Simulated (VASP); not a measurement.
# SiO2 (P6_3mc) in VASP: settings compared

Aim: see how the results for SiO2 move with the level of theory and the settings. Levels: PBE+D3(BJ), r2SCAN. Tasks: single point, relaxation of cell and atoms.

All numbers are computed with VASP 6.6.1; they aren't measurements. Logs are shortened: lines on timing, memory, paths and dates and some standing lists are left out, and cuts for length are marked.

**1. The cell of the first run**

The structure is hexagonal, space group P6_3mc (No. 186). Conventional cell: a = 2.612 Å, b = 2.612 Å, c = 8.764 Å, α = 90.00°, β = 90.00°, γ = 120.00°. Si (site symmetry 3m) has 6 O at 1.75 Å within 2.3 Å. O (site symmetry 3m) has 3 Si at 1.75 Å within 2.3 Å. Within 2.3 Å of O (site symmetry 3m) lie 3 Si at 1.75 Å.

**2. Single point, PBE+D3(BJ)**

INCAR reads:

```
SYSTEM = SiO2
ALGO = Normal
EDIFF = 1E-7
ENCUT = 520
GGA = PE
ISIF = 2
ISMEAR = 0
IVDW = 12
LASPH = .TRUE.
LCHARG = .FALSE.
LREAL = .FALSE.
LWAVE = .FALSE.
NBANDS = 25
NELM = 80
PREC = Accurate
SIGMA = 0.1
```

KPOINTS reads:

```
k-points
0
G
  6 6 2
  0 0 0
```

POSCAR reads:

```
SiO2
1.0
    2.6123874500      0.0000000000      0.0000000000
   -1.3061937200      2.2623938900      0.0000000000
    0.0000000000      0.0000000000      8.7639640600
Si O
2 4
Direct
    0.3333333300      0.6666666700      0.1010947800
    0.6666666700      0.3333333300      0.6010947800
    0.0000000000      0.0000000000      0.2021895600
    0.6666666700      0.3333333300      0.0000000000
    0.0000000000      0.0000000000      0.7021895600
    0.3333333300      0.6666666700      0.5000000000
```

Potentials or basis: VASP PAW PBE potentials, release 64 (Si, O).

Command:

```console
> cat potpaw_PBE.64/Si/POTCAR potpaw_PBE.64/O/POTCAR > POTCAR
> mpirun -np 1 vasp_std > vasp.out
```

OUTCAR:

```text
SYSTEM = SiO2
   EDIFF = 1E-7
   ENCUT = 520
   GGA = PE
   ISIF = 2
   ISMEAR = 0
   IVDW = 12
   LASPH = .TRUE.
   LREAL = .FALSE.
   NELM = 80
   PREC = Accurate
 IVDW          = 12

 ion  position               nearest neighbor table
   1  0.333  0.667  0.101-   4 1.75   3 1.75   4 1.75   3 1.75   3 1.75   4 1.75
   2  0.667  0.333  0.601-   6 1.75   5 1.75   6 1.75   5 1.75   5 1.75   6 1.75
   3  0.000  0.000  0.202-   1 1.75   1 1.75   1 1.75
   4  0.667  0.333  0.000-   1 1.75   1 1.75   1 1.75
   5  0.000  0.000  0.702-   2 1.75   2 1.75   2 1.75
   6  0.333  0.667  0.500-   2 1.75   2 1.75   2 1.75

  LATTYP: Found a hexagonal cell.
 ALAT       =     2.6123874500
 C/A-ratio  =     3.3547719195

  Lattice vectors:

 A1 = (   2.6123874500,   0.0000000000,   0.0000000000)
 A2 = (  -1.3061937200,   2.2623938900,   0.0000000000)
 A3 = (   0.0000000000,   0.0000000000,   8.7639640600)

Analysis of symmetry for initial positions (statically):
=====================================================================
 Subroutine PRICEL returns:
 Original cell was already a primitive cell.

 Routine SETGRP: Setting up the symmetry group for a
 hexagonal supercell.

 Subroutine GETGRP returns: Found 12 space group operations
 (whereof  6 operations were pure point group operations)
 out of a pool of 24 trial point group operations.

The static configuration has the point symmetry C_3v.
 The point group associated with its full space group is C_6v.

Analysis of symmetry for dynamics (positions and initial velocities):
=====================================================================
 Subroutine PRICEL returns:
 Original cell was already a primitive cell.

 Routine SETGRP: Setting up the symmetry group for a
 hexagonal supercell.

 Subroutine GETGRP returns: Found 12 space group operations
 (whereof  6 operations were pure point group operations)
 out of a pool of 24 trial point group operations.

The dynamic configuration has the point symmetry C_3v.
 The point group associated with its full space group is C_6v.

 Subroutine INISYM returns: Found 12 space group operations
 (whereof  6 operations are pure point group operations),
 and found     1 'primitive' translations

----------------------------------------------------------------------------------------

                                     Primitive cell

  volume of cell :      51.7972

  direct lattice vectors                    reciprocal lattice vectors
     2.612387450  0.000000000  0.000000000     0.382791611  0.221004839  0.000000000
    -1.306193720  2.262393890  0.000000000     0.000000000  0.442009680  0.000000000
     0.000000000  0.000000000  8.763964060     0.000000000  0.000000000  0.114103617

  length of vectors
     2.612387450  2.612387442  8.763964060     0.442009679  0.442009680  0.114103617

  position of ions in fractional coordinates (direct lattice)
     0.333333330  0.666666670  0.101094780
     0.666666670  0.333333330  0.601094780
     0.000000000  0.000000000  0.202189560
     0.666666670  0.333333330  0.000000000
     0.000000000  0.000000000  0.702189560
     0.333333330  0.666666670  0.500000000

  ion indices of the primitive-cell ions
   primitive index   ion index
                 1           1
                 2           2
                 3           3
                 4           4
                 5           5
                 6           6

----------------------------------------------------------------------------------------

 KPOINTS: k-points

Automatic generation of k-mesh.
 Grid dimensions read from file:
 generate k-points for:    6    6    2

 Generating k-lattice:

  Cartesian coordinates                     Fractional coordinates (reciprocal lattice)
     0.063798602  0.036834140  0.000000000     0.166666667  0.000000000  0.000000000
     0.000000000  0.073668280  0.000000000     0.000000000  0.166666667  0.000000000
     0.000000000  0.000000000  0.057051809     0.000000000  0.000000000  0.500000000

  Length of vectors
     0.073668280  0.073668280  0.057051809

  Shift w.r.t. Gamma in fractional coordinates (k-lattice)
     0.000000000  0.000000000  0.000000000

 Subroutine IBZKPT returns following result:
 ===========================================

 Found     14 irreducible k-points:

 Following reciprocal coordinates:
            Coordinates               Weight
  0.000000  0.000000  0.000000      1.000000
  0.166667 -0.000000  0.000000      6.000000
  0.333333 -0.000000  0.000000      6.000000
  0.500000 -0.000000  0.000000      3.000000
  0.166667  0.166667  0.000000      6.000000
  0.333333  0.166667  0.000000     12.000000
  0.333333  0.333333  0.000000      2.000000
  0.000000  0.000000  0.500000      1.000000
  0.166667 -0.000000  0.500000      6.000000
  0.333333 -0.000000  0.500000      6.000000
  0.500000 -0.000000  0.500000      3.000000
  0.166667  0.166667  0.500000      6.000000
  0.333333  0.166667  0.500000     12.000000
  0.333333  0.333333  0.500000      2.000000
   k-points           NKPTS =     14   k-points in BZ     NKDIM =     14   number of bands    NBANDS=     25
   number of dos      NEDOS =    301   number of ions     NIONS =      6
   total plane-waves  NPLWV =  28000
   dimension x,y,z NGX =    20 NGY =   20 NGZ =   70
   dimension x,y,z NGXF=    40 NGYF=   40 NGZF=  140
   ions per type =               2   4
   NGX,Y,Z   is equivalent  to a cutoff of  12.73, 12.73, 13.28 a.u.
   NGXF,Y,Z  is equivalent  to a cutoff of  25.46, 25.46, 26.56 a.u.
 SYSTEM =  SiO2
   PREC   = accura    normal or accurate (medium, high low for compatibility)
   ISTART =      0    job   : 0-new  1-cont  2-samecut
   ICHARG =      2    charge: 1-file 2-atom 10-const
   ISPIN  =      1    spin polarized calculation?
   LNONCOLLINEAR =      F non collinear calculations
   LSORBIT =      F    spin-orbit coupling
   LASPH  =      T    aspherical Exc in radial PAW
   ENCUT  =  520.0 eV  38.22 Ry    6.18 a.u.   4.86  4.86 16.30*2*pi/ulx,y,z
   NELM   =     80;   NELMIN=  2; NELMDL= -5     # of ELM steps
   EDIFF  = 0.1E-06   stopping-criterion for ELM
   LREAL  =      F    real-space projection
   EDIFFG = 0.1E-05   stopping-criterion for IOM
   NSW    =      0    number of steps for IOM
   IBRION =     -1    ionic relax: 0-MD 1-quasi-New 2-CG
   NFREE  =      0    steps in history (QN), initial steepest desc. (CG)
   ISIF   =      2    stress and relaxation
   ISYM   =      2    0-nonsym 1-usesym 2-fastsym
   POTIM  = 0.5000    time-step for ionic-motion
   TEBEG  =    0.0;   TEEND  =   0.0 temperature during run
   PSTRESS=    0.0 pullay stress
   NELECT =      32.0000    total number of electrons
   NUPDOWN=      -1.0000    fix difference up-down
   EMIN   =  10.00;   EMAX   =-10.00  energy-range for DOS
   EFERMI =   0.00;   METHOD = LEGACY
   ISMEAR =     0;   SIGMA  =   0.10  broadening in eV -4-tet -1-fermi 0-gaus
   EFERMI_NEDOS =   21; number of points for ismear=-14 and -15
   IALGO  =     38    algorithm
   IMIX   =      4    mixing-type and parameters
     AMIX     =   0.40;   BMIX     =  1.00
     AMIX_MAG =   1.60;   BMIX_MAG =  1.00
  volume/ion in A,a.u.               =       8.63        58.26
  Fermi-wavevector in a.u.,A,eV,Ry     =   1.394299  2.634844 26.450687  1.944071
  Thomas-Fermi vector in A             =   2.517862
   LORBIT       =      0    0 simple, 1 ext, 2 COOP (PROOUT), +10 PAW based schemes
   GGA     = PE    functional components
   LHFCALC =     F    Hartree Fock is set to
   AEXX    =    0.0000 exact exchange contribution
   IVDW    =    12    specifies the selected vdW correction
   LEPSILON=     F    determine dielectric tensor
   LRPA    =     F    only Hartree local field effects (RPA)
 non-spin polarized calculation
 Gauss-broadening in eV      SIGMA  =   0.10
  energy-cutoff  :      520.00
  volume of cell :       51.80
 maximum number of plane-waves:      1431
 NGX is ok and might be reduce to    20
   NGX =  9   NGY =  9   NGZ = 33

 number of electron      31.9999991 magnetization

 Free energy of the ion-electron system (eV)
  ---------------------------------------------------
  ext. energy  EPLUGINS =         0.00000000
  ---------------------------------------------------
  free energy    TOTEN  =       -44.95419096 eV

  energy without entropy =      -44.95419096  energy(sigma->0) =      -44.95419096

 E-fermi :   5.8535     XC(G=0): -11.3035

 val. band max:        5.4204590267   @ k =   0.1667  -0.0000   0.0000
 cond. band min:      12.7314188040   @ k =   0.0000   0.0000   0.0000
 fundamental gap:      7.3109597773
 Fermi energy:         5.8534846890

 k-point     1 :       0.0000    0.0000    0.0000
  band No.  band energies     occupation
      1     -17.0568      2.00000
      2     -16.9601      2.00000
      3     -12.8439      2.00000
      4     -12.5848      2.00000
      5      -0.4545      2.00000
      6       0.9288      2.00000
[... 17 lines left out ...]
     24      19.5613      0.00000
     25      19.5613      0.00000

 k-point     2 :       0.1667   -0.0000    0.0000
  band No.  band energies     occupation
      1     -16.5296      2.00000
      2     -16.4366      2.00000
      3     -12.6210      2.00000
      4     -12.3955      2.00000
      5      -0.0957      2.00000
      6       0.4483      2.00000
[... 17 lines left out ...]
     24      20.3923      0.00000
     25      20.4745      0.00000

 k-point     3 :       0.3333   -0.0000    0.0000
  band No.  band energies     occupation
      1     -15.1232      2.00000
      2     -15.0461      2.00000
      3     -12.3232      2.00000
      4     -12.1979      2.00000
      5      -2.4166      2.00000
      6      -2.2577      2.00000
[... 272 lines left out ...]
 k-point    13 :       0.3333    0.1667    0.5000
  band No.  band energies     occupation
      1     -14.0103      2.00000
      2     -14.0103      2.00000
      3     -12.3942      2.00000
      4     -12.3942      2.00000
      5      -2.9389      2.00000
      6      -2.9389      2.00000
[... 17 lines left out ...]
     24      20.1687      0.00000
     25      20.8711      0.00000

 k-point    14 :       0.3333    0.3333    0.5000
  band No.  band energies     occupation
      1     -12.9378      2.00000
      2     -12.9378      2.00000
      3     -12.9351      2.00000
      4     -12.9351      2.00000
      5      -3.1322      2.00000
      6      -3.1322      2.00000
[... 17 lines left out ...]
     24      19.9823      0.00000
     25      20.6019      0.00000

------------------------ aborting loop because EDIFF is reached ----------------------------------------

 Edisp (eV)   -1.25305

 E8    (eV) :    -0.4217

  FORCE on cell =-STRESS in cart. coord.  units (eV):
  Direction    XX          YY          ZZ          XY          YZ          ZX
  --------------------------------------------------------------------------------------
  -------------------------------------------------------------------------------------
  Total       9.29075     9.29075     5.95714     0.00000     0.00000     0.00000
  in kB     287.37897   287.37897   184.26461     0.00000     0.00000     0.00000
  external pressure =      253.01 kB  Pullay stress =        0.00 kB

 VOLUME and BASIS-vectors are now :
 -----------------------------------------------------------------------------
  energy-cutoff  :      520.00
  volume of cell :       51.80
      direct lattice vectors                 reciprocal lattice vectors
     2.612387450  0.000000000  0.000000000     0.382791611  0.221004839  0.000000000
    -1.306193720  2.262393890  0.000000000     0.000000000  0.442009680  0.000000000
     0.000000000  0.000000000  8.763964060     0.000000000  0.000000000  0.114103617

 POSITION                                       TOTAL-FORCE (eV/Angst)
 -----------------------------------------------------------------------------------
     -0.00000      1.50826      0.88599        -0.000000      0.000000      0.013868
      1.30619      0.75413      5.26797         0.000000      0.000000      0.013868
      0.00000      0.00000      1.77198         0.000000      0.000000      1.507738
      1.30619      0.75413      0.00000        -0.000000      0.000000     -1.521606
      0.00000      0.00000      6.15396         0.000000     -0.000000      1.507738
     -0.00000      1.50826      4.38198         0.000000     -0.000000     -1.521606
 -----------------------------------------------------------------------------------
    total drift:                               -0.000026      0.000014     -0.000739

  FREE ENERGIE OF THE ION-ELECTRON SYSTEM (eV)
  ---------------------------------------------------
  free  energy   TOTEN  =       -46.2072434492 eV

  energy  without entropy=      -46.2072434492  energy(sigma->0) =      -46.20724345
```

It took 10 s on 1 thread of Intel Xeon 6975P-C (Granite Rapids), shared host; peak memory 0.17 GiB.

What came out:

| Quantity | Value |
| --- | --- |
| Free energy | -46.2072 eV |
| Pressure | 25.3 GPa |
| Largest force | 1.522 eV/Å |
| Band gap on the k mesh | 7.31 eV, indirect (least direct gap 7.59 eV) |
| Dispersion energy per atom | -0.209 eV |

Forces on the atoms (eV/Å):
```
Si   0.000  0.000  0.014
Si   0.000  0.000  0.014
O    0.000  0.000  1.508
O    0.000  0.000 -1.522
O    0.000  0.000  1.508
O    0.000  0.000 -1.522
```

Caveat: the k points lie up to 0.46 Å⁻¹ apart; forces of over 1 eV/Å act on the atoms, so gaps and moduli don't describe the material at rest. A k mesh can miss the band edges.

**3. Single point, PBE+D3(BJ)**

This run uses another cell than the first one, of 9.52 Å³/atom, 1.103 times its volume.

INCAR reads:

```
PREC = Accurate
ENCUT = 520
EDIFF = 1E-6
ISMEAR = 0
SIGMA = 0.1
LREAL = F
LASPH = T
NELM = 60
ALGO = Normal
ISIF = 2
LWAVE = F
LCHARG = F
GGA = PE
IVDW = 12
NBANDS = 25
```

KPOINTS reads:

```
regular mesh
0
Gamma
  6 6 2
```

POSCAR reads:

```
SiO2
1.0
    2.6872836468     -0.0000000030      0.0000000000
   -1.3436418208      2.3272559068      0.0000000000
    0.0000000000      0.0000000000      9.1372055353
Si O
2 4
Direct
    0.3333333333      0.6666666667      0.1011147139
    0.6666666667      0.3333333333      0.6011147139
    0.0000000000      0.0000000000      0.2012090606
    0.6666666667      0.3333333333      0.0009605655
    0.0000000000      0.0000000000      0.7012090606
    0.3333333333      0.6666666667      0.5009605655
```

Potentials or basis: VASP PAW PBE potentials, release 64 (Si, O).

Command:

```console
> cat potpaw_PBE.64/Si/POTCAR potpaw_PBE.64/O/POTCAR > POTCAR
> mpirun -np 1 vasp_std > vasp.out
```

OUTCAR:

```text
PREC = Accurate
   ENCUT = 520
   EDIFF = 1E-6
   ISMEAR = 0
   LREAL = F
   LASPH = T
   NELM = 60
   ISIF = 2
   GGA = PE
   IVDW = 12
 IVDW          = 12

 ion  position               nearest neighbor table
   1  0.333  0.667  0.101-   3 1.80   3 1.80   3 1.80   4 1.80   4 1.80   4 1.80
   2  0.667  0.333  0.601-   5 1.80   5 1.80   5 1.80   6 1.80   6 1.80   6 1.80
   3  0.000  0.000  0.201-   1 1.80   1 1.80   1 1.80
   4  0.667  0.333  0.001-   1 1.80   1 1.80   1 1.80
   5  0.000  0.000  0.701-   2 1.80   2 1.80   2 1.80
   6  0.333  0.667  0.501-   2 1.80   2 1.80   2 1.80
[... 593 lines left out ...]
  -------------------------------------------------------------------------------------
  Total       0.29546     0.29546     0.01388     0.00000     0.00000     0.00000
  in kB       8.28405     8.28405     0.38915     0.00000     0.00000     0.00000
  external pressure =        5.65 kB  Pullay stress =        0.00 kB

 VOLUME and BASIS-vectors are now :
 -----------------------------------------------------------------------------
  energy-cutoff  :      520.00
  volume of cell :       57.14
      direct lattice vectors                 reciprocal lattice vectors
     2.687283647 -0.000000003  0.000000000     0.372122981  0.214845303  0.000000000
    -1.343641821  2.327255907  0.000000000     0.000000000  0.429690606  0.000000000
     0.000000000  0.000000000  9.137205535     0.000000000  0.000000000  0.109442651

 POSITION                                       TOTAL-FORCE (eV/Angst)
 -----------------------------------------------------------------------------------
      0.00000      1.55150      0.92391         0.000000      0.000000      0.000204
      1.34364      0.77575      5.49251         0.000000     -0.000000      0.000204
      0.00000      0.00000      1.83849         0.000000      0.000000      0.013185
      1.34364      0.77575      0.00878         0.000000     -0.000000     -0.013389
      0.00000      0.00000      6.40709         0.000000     -0.000000      0.013185
      0.00000      1.55150      4.57738        -0.000000      0.000000     -0.013389
 -----------------------------------------------------------------------------------
    total drift:                               -0.000000      0.000001     -0.000319

  FREE ENERGIE OF THE ION-ELECTRON SYSTEM (eV)
  ---------------------------------------------------
  free  energy   TOTEN  =       -46.5751348152 eV

  energy  without entropy=      -46.5751348152  energy(sigma->0) =      -46.57513482
```

stdout:

```text
POSCAR found type information on POSCAR SiO
 POSCAR found :  2 types and       6 ions
 scaLAPACK will be used
 LDA part: xc-table for (Slater+PW92), standard interpolation
 POSCAR, INCAR and KPOINTS ok, starting setup
 FFT: planning ... GRIDC
 FFT: planning ... GRID_SOFT
 FFT: planning ... GRID
 WAVECAR not read
 entering main loop
```

Run time: 8.8 s. Hardware: 1 thread of Intel Xeon 6975P-C (Granite Rapids), shared host; peak memory 0.17 GiB.

Results:

- Free energy: -46.5751 eV
- Pressure: 0.6 GPa
- Largest force: 0.013 eV/Å
- Band gap on the k mesh: 6.13 eV, indirect (least direct gap 6.37 eV)
- Dispersion energy per atom: -0.188 eV

Forces in eV/Å, atoms in the order of the input:
```
Si   0.000  0.000  0.000
Si   0.000  0.000  0.000
O    0.000  0.000  0.013
O    0.000  0.000 -0.013
O    0.000  0.000  0.013
O    0.000  0.000 -0.013
```

Caveat: the k points lie up to 0.45 Å⁻¹ apart.

[end of part 1 of 2]
